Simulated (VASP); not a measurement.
# TiAl3 (Pm-3m) in VASP: notebook

Runs on TiAl3. Level: PBEsol. Tasks: electric field gradients, vibrations by perturbation theory.

Everything below comes from runs of VASP 6.6.1. Logs are shortened: lines on timing, memory, paths and dates and some standing lists are left out, and cuts for length are marked.

**1. The cell of the first run**

It takes space group Pm-3m (No. 221, cubic). The conventional cell has a = 3.951 Å, b = 3.951 Å, c = 3.951 Å, α = 90.00°, β = 90.00°, γ = 90.00°. Ti (site symmetry m-3m) has 12 Al at 2.79 Å within 3.7 Å. Within 3.7 Å of Al (site symmetry 4/mmm) lie 4 Ti at 2.79 Å and 8 Al at 2.79 Å.

**2. Electric field gradients, PBEsol**

Contents of INCAR:

```
SYSTEM = TiAl3
  PREC = Accurate
  ENCUT = 520
  EDIFF = 1E-8
  ISMEAR = -1
  SIGMA = 0.15
  LREAL = .FALSE.
  LASPH = .TRUE.
  NELM = 60
  ALGO = Fast
  ISIF = 2
  LWAVE = .FALSE.
  LCHARG = .FALSE.
  GGA = PS
  LEFG = .TRUE.
  NBANDS = 18
```

Contents of KPOINTS:

```
regular mesh
0
G
  10 10 10
  0 0 0
```

Contents of POSCAR:

```
TiAl3
1.0
    3.9507595400      0.0000000000      0.0000000000
    0.0000000000      3.9507595400      0.0000000000
    0.0000000000      0.0000000000      3.9507595400
Ti Al
1 3
Direct
    0.0000000000      0.0000000000      0.0000000000
    0.5000000000      0.5000000000      0.0000000000
    0.5000000000      0.0000000000      0.5000000000
    0.0000000000      0.5000000000      0.5000000000
```

Potentials or basis: VASP PAW PBE potentials, release 64 (Ti_sv, Al).

Command:

```console
cat potpaw_PBE.64/Ti_sv/POTCAR potpaw_PBE.64/Al/POTCAR > POTCAR
mpirun -np 1 vasp_std > vasp.out
```

OUTCAR:

```text
SYSTEM = TiAl3
   PREC = Accurate
   ENCUT = 520
   EDIFF = 1E-8
   ISMEAR = -1
   LREAL = .FALSE.
   LASPH = .TRUE.
   NELM = 60
   ISIF = 2
   GGA = PS

 ion  position               nearest neighbor table
   1  0.000  0.000  0.000-   2 2.79   3 2.79   4 2.79   3 2.79   4 2.79   2 2.79   4 2.79   4 2.79
                             2 2.79   3 2.79   3 2.79   2 2.79
   2  0.500  0.500  0.000-   1 2.79   3 2.79   4 2.79   3 2.79   4 2.79   1 2.79   3 2.79   3 2.79
                             1 2.79   4 2.79   4 2.79   1 2.79
   3  0.500  0.000  0.500-   1 2.79   2 2.79   4 2.79   1 2.79   2 2.79   2 2.79   4 2.79   2 2.79
                             1 2.79   4 2.79   1 2.79   4 2.79
   4  0.000  0.500  0.500-   1 2.79   2 2.79   3 2.79   1 2.79   2 2.79   1 2.79   3 2.79   1 2.79
                             2 2.79   3 2.79   2 2.79   3 2.79

  LATTYP: Found a simple cubic cell.
 ALAT       =     3.9507595400

  Lattice vectors:

 A1 = (   3.9507595400,   0.0000000000,   0.0000000000)
 A2 = (   0.0000000000,   3.9507595400,   0.0000000000)
 A3 = (   0.0000000000,   0.0000000000,   3.9507595400)

Analysis of symmetry for initial positions (statically):
=====================================================================
 Subroutine PRICEL returns:
 Original cell was already a primitive cell.

 Routine SETGRP: Setting up the symmetry group for a
 simple cubic supercell.

 Subroutine GETGRP returns: Found 48 space group operations
 (whereof 48 operations were pure point group operations)
 out of a pool of 48 trial point group operations.

The static configuration has the point symmetry O_h .

Analysis of symmetry for dynamics (positions and initial velocities):
=====================================================================
 Subroutine PRICEL returns:
 Original cell was already a primitive cell.

 Routine SETGRP: Setting up the symmetry group for a
 simple cubic supercell.

 Subroutine GETGRP returns: Found 48 space group operations
 (whereof 48 operations were pure point group operations)
 out of a pool of 48 trial point group operations.

The dynamic configuration has the point symmetry O_h .

 Subroutine INISYM returns: Found 48 space group operations
 (whereof 48 operations are pure point group operations),
 and found     1 'primitive' translations

----------------------------------------------------------------------------------------

                                     Primitive cell

  volume of cell :      61.6654

  direct lattice vectors                    reciprocal lattice vectors
     3.950759540  0.000000000  0.000000000     0.253115886  0.000000000  0.000000000
     0.000000000  3.950759540  0.000000000     0.000000000  0.253115886  0.000000000
     0.000000000  0.000000000  3.950759540     0.000000000  0.000000000  0.253115886

  length of vectors
     3.950759540  3.950759540  3.950759540     0.253115886  0.253115886  0.253115886

  position of ions in fractional coordinates (direct lattice)
     0.000000000  0.000000000  0.000000000
     0.500000000  0.500000000  0.000000000
     0.500000000  0.000000000  0.500000000
     0.000000000  0.500000000  0.500000000

  ion indices of the primitive-cell ions
   primitive index   ion index
                 1           1
                 2           2
                 3           3
                 4           4

----------------------------------------------------------------------------------------

 KPOINTS: regular mesh

Automatic generation of k-mesh.
 Grid dimensions read from file:
 generate k-points for:   10   10   10

 Generating k-lattice:

  Cartesian coordinates                     Fractional coordinates (reciprocal lattice)
     0.025311589  0.000000000  0.000000000     0.100000000  0.000000000  0.000000000
     0.000000000  0.025311589  0.000000000     0.000000000  0.100000000  0.000000000
     0.000000000  0.000000000  0.025311589     0.000000000  0.000000000  0.100000000

  Length of vectors
     0.025311589  0.025311589  0.025311589

  Shift w.r.t. Gamma in fractional coordinates (k-lattice)
     0.000000000  0.000000000  0.000000000

 Subroutine IBZKPT returns following result:
 ===========================================

 Found     56 irreducible k-points:

 Following reciprocal coordinates:
            Coordinates               Weight
  0.000000  0.000000  0.000000      1.000000
  0.100000  0.000000  0.000000      6.000000
  0.200000  0.000000  0.000000      6.000000
  0.300000  0.000000  0.000000      6.000000
  0.400000  0.000000  0.000000      6.000000
  0.500000  0.000000  0.000000      3.000000
[... 16 lines left out ...]
  0.200000  0.100000  0.100000     24.000000
  0.300000  0.100000  0.100000     24.000000
 [... further k-points ...]
   k-points           NKPTS =     56   k-points in BZ     NKDIM =     56   number of bands    NBANDS=     18
   number of dos      NEDOS =    301   number of ions     NIONS =      4
   total plane-waves  NPLWV =  27000
   dimension x,y,z NGX =    30 NGY =   30 NGZ =   30
   dimension x,y,z NGXF=    60 NGYF=   60 NGZF=   60
   ions per type =               1   3
   NGX,Y,Z   is equivalent  to a cutoff of  12.62, 12.62, 12.62 a.u.
   NGXF,Y,Z  is equivalent  to a cutoff of  25.25, 25.25, 25.25 a.u.
 SYSTEM =  TiAl3
   PREC   = accura    normal or accurate (medium, high low for compatibility)
   ISTART =      0    job   : 0-new  1-cont  2-samecut
   ICHARG =      2    charge: 1-file 2-atom 10-const
   ISPIN  =      1    spin polarized calculation?
   LNONCOLLINEAR =      F non collinear calculations
   LSORBIT =      F    spin-orbit coupling
   LASPH  =      T    aspherical Exc in radial PAW
   ENCUT  =  520.0 eV  38.22 Ry    6.18 a.u.   7.35  7.35  7.35*2*pi/ulx,y,z
   NELM   =     60;   NELMIN=  2; NELMDL= -5     # of ELM steps
   EDIFF  = 0.1E-07   stopping-criterion for ELM
   LREAL  =      F    real-space projection
   EDIFFG = 0.1E-06   stopping-criterion for IOM
   NSW    =      0    number of steps for IOM
   IBRION =     -1    ionic relax: 0-MD 1-quasi-New 2-CG
   NFREE  =      0    steps in history (QN), initial steepest desc. (CG)
   ISIF   =      2    stress and relaxation
   ISYM   =      2    0-nonsym 1-usesym 2-fastsym
   POTIM  = 0.5000    time-step for ionic-motion
   TEBEG  =    0.0;   TEEND  =   0.0 temperature during run
   PSTRESS=    0.0 pullay stress
   NELECT =      21.0000    total number of electrons
   NUPDOWN=      -1.0000    fix difference up-down
   EMIN   =  10.00;   EMAX   =-10.00  energy-range for DOS
   EFERMI =   0.00;   METHOD = LEGACY
   ISMEAR =    -1;   SIGMA  =   0.15  broadening in eV -4-tet -1-fermi 0-gaus
   EFERMI_NEDOS =   21; number of points for ismear=-14 and -15
   IALGO  =     68    algorithm
   IMIX   =      4    mixing-type and parameters
     AMIX     =   0.40;   BMIX     =  1.00
     AMIX_MAG =   1.60;   BMIX_MAG =  1.00
  volume/ion in A,a.u.               =      15.42       104.03
  Fermi-wavevector in a.u.,A,eV,Ry     =   1.143231  2.160393 17.782504  1.306977
  Thomas-Fermi vector in A             =   2.279927
   LORBIT       =      0    0 simple, 1 ext, 2 COOP (PROOUT), +10 PAW based schemes
   GGA     = PS    functional components
   LHFCALC =     F    Hartree Fock is set to
   AEXX    =    0.0000 exact exchange contribution
   IVDW    =     0    specifies the selected vdW correction
   LEPSILON=     F    determine dielectric tensor
   LRPA    =     F    only Hartree local field effects (RPA)
 non-spin polarized calculation
 RMM-DIIS sequential band-by-band and
  energy-cutoff  :      520.00
  volume of cell :       61.67
 maximum number of plane-waves:      1683
 NGX is ok and might be reduce to    30
   NGX = 15   NGY = 15   NGZ = 15

 number of electron      20.9999997 magnetization

 Free energy of the ion-electron system (eV)
  ---------------------------------------------------
  ext. energy  EPLUGINS =         0.00000000
  ---------------------------------------------------
  free energy    TOTEN  =       -22.20296198 eV

  energy without entropy =      -22.04306006  energy(sigma->0) =      -22.12301102

 E-fermi :   9.0618     XC(G=0): -10.9299

 val. band max:        9.0016371674   @ k =   0.5000   0.1000   0.0000
 cond. band min:       9.0695462628   @ k =   0.1000   0.1000   0.0000
 fundamental gap:      0.0679090954
 Fermi energy:         9.0617928199

 k-point     1 :       0.0000    0.0000    0.0000
  band No.  band energies     occupation
      1     -47.6137      2.00000
      2     -24.0222      2.00000
      3     -24.0222      2.00000
      4     -24.0222      2.00000
      5      -1.7580      2.00000
      6       5.9706      2.00000
[... 10 lines left out ...]
     17      14.8135      0.00000
     18      14.8135      0.00000

 k-point     2 :       0.1000    0.0000    0.0000
  band No.  band energies     occupation
      1     -47.6136      2.00000
      2     -24.0242      2.00000
      3     -24.0220      2.00000
      4     -24.0220      2.00000
      5      -1.6604      2.00000
      6       5.2350      2.00000
[... 10 lines left out ...]
     17      14.6781      0.00000
     18      14.6886      0.00000

 k-point     3 :       0.2000    0.0000    0.0000
  band No.  band energies     occupation
      1     -47.6134      2.00000
      2     -24.0295      2.00000
      3     -24.0217      2.00000
      4     -24.0217      2.00000
      5      -1.3703      2.00000
      6       4.0377      2.00000
[... 10 lines left out ...]
     17      14.0340      0.00000
     18      14.0341      0.00000

 k-point     4 :       0.3000    0.0000    0.0000
  band No.  band energies     occupation
      1     -47.6131      2.00000
      2     -24.0360      2.00000
      3     -24.0212      2.00000
      4     -24.0212      2.00000
      5      -0.8968      2.00000
      6       2.8325      2.00000
[... 375 lines left out ...]
      4     -24.0238      2.00000
      5      -1.4667      2.00000
      6       5.2294      2.00000
[... 10 lines left out ...]
     17      14.5501      0.00000
     18      15.0025      0.00000

 k-point    23 :       0.2000    0.1000    0.1000
  band No.  band energies     occupation
      1     -47.6132      2.00000
      2     -24.0291      2.00000
      3     -24.0236      2.00000
      4     -24.0234      2.00000
      5      -1.1796      2.00000
      6       4.1799      2.00000
[... 10 lines left out ...]
     17      13.9277      0.00000
     18      14.3967      0.00000

 k-point    24 :       0.3000    0.1000    0.1000
  band No.  band energies     occupation
      1     -47.6130      2.00000
      2     -24.0355      2.00000
      3     -24.0231      2.00000
      4     -24.0229      2.00000
      5      -0.7114      2.00000
      6       2.9964      2.00000
[... 10 lines left out ...]
     17      13.3555      0.00000
     18      14.8696      0.00000

 [... further k-points ...]
[... 5 lines left out ...]
  --------------------------------------------------------------------------------------
  -------------------------------------------------------------------------------------
  Total        0.0429523      0.0429523      0.0429523      0.0000000     -0.0000000     -0.0000000
  in kB        1.1159770      1.1159770      1.1159770      0.0000000     -0.0000000     -0.0000000
  external PRESSURE =       1.1159770 kB  Pullay stress =       0.0000000 kB

 VOLUME and BASIS-vectors are now :
 -----------------------------------------------------------------------------
  energy-cutoff  :      520.00
  volume of cell :       61.67
      direct lattice vectors                 reciprocal lattice vectors
     3.950759540  0.000000000  0.000000000     0.253115886  0.000000000  0.000000000
     0.000000000  3.950759540  0.000000000     0.000000000  0.253115886  0.000000000
     0.000000000  0.000000000  3.950759540     0.000000000  0.000000000  0.253115886

 POSITION                                       TOTAL-FORCE (eV/Angst)
 -----------------------------------------------------------------------------------
      0.00000      0.00000      0.00000         0.000000      0.000000      0.000000
      1.97538      1.97538      0.00000         0.000000      0.000000      0.000000
      1.97538      0.00000      1.97538         0.000000      0.000000      0.000000
      0.00000      1.97538      1.97538         0.000000      0.000000      0.000000
 -----------------------------------------------------------------------------------
    total drift:                                0.000000     -0.000000      0.000000

  FREE ENERGIE OF THE ION-ELECTRON SYSTEM (eV)
  ---------------------------------------------------
  free  energy   TOTEN  =       -22.2029619754 eV

  energy  without entropy=      -22.0430600577  energy(sigma->0) =      -22.12301102

 Electric field gradients (V/A^2)
---------------------------------------------------------------------
 ion       V_xx      V_yy      V_zz      V_xy      V_xz      V_yz
---------------------------------------------------------------------
   1      -0.000    -0.000     0.000     0.000     0.000     0.000
   2      -8.508    -8.508    17.017     0.000     0.000     0.000
   3      -8.508    17.017    -8.508    -0.000     0.000    -0.000
   4      17.017    -8.508    -8.508    -0.000     0.000    -0.000
---------------------------------------------------------------------

 Electric field gradients after diagonalization (V/A^2)
 (convention: |V_zz| > |V_xx| > |V_yy|)
----------------------------------------------------------------------
 ion       V_xx      V_yy      V_zz     asymmetry (V_yy - V_xx)/ V_zz
----------------------------------------------------------------------
   1      -0.000    -0.000     0.000       0.265
   2      -8.508    -8.508    17.017       0.000
   3      -8.508    -8.508    17.017       0.000
   4      -8.508    -8.508    17.017       0.000
----------------------------------------------------------------------

           NMR quadrupolar parameters

 Cq : quadrupolar parameter    Cq=e*Q*V_zz/h
 eta: asymmetry parameters     (V_yy - V_xx)/ V_zz
 Q  : nuclear electric quadrupole moment in mb (millibarn)
----------------------------------------------------------------------
 ion       Cq(MHz)       eta       Q (mb)
----------------------------------------------------------------------
   1       0.000       0.265       1.000
   2       0.041       0.000       1.000
   3       0.041       0.000       1.000
   4       0.041       0.000       1.000
----------------------------------------------------------------------
```

Wall time 90 s (1 thread of Intel Xeon 6975P-C (Granite Rapids), shared host); peak memory 0.2 GiB.

What came out:

- Free energy: -22.2030 eV
- Pressure: 0.1 GPa
- Band gap on the k mesh: zero (an odd number of electrons rules out a gap without spin polarisation)
- Largest electric field gradient by atom: Ti -0.0; Al +17.0 V/Å²

Electric field gradients, principal values (V/Å²):
```
atom   least  middle  greatest (by size)
1 Ti   0.000   0.000               0.000
2 Al  -8.508  -8.508              17.017
3 Al  -8.508  -8.508              17.017
4 Al  -8.508  -8.508              17.017
```

Caveat: without QUAD_EFG the Cq values of the log hold for a quadrupole moment of 1 mb, not for the nuclei; the PAW data sets were made with another functional, which shifts forces and pressure a little.

(Part 1 of 2 ends here.)
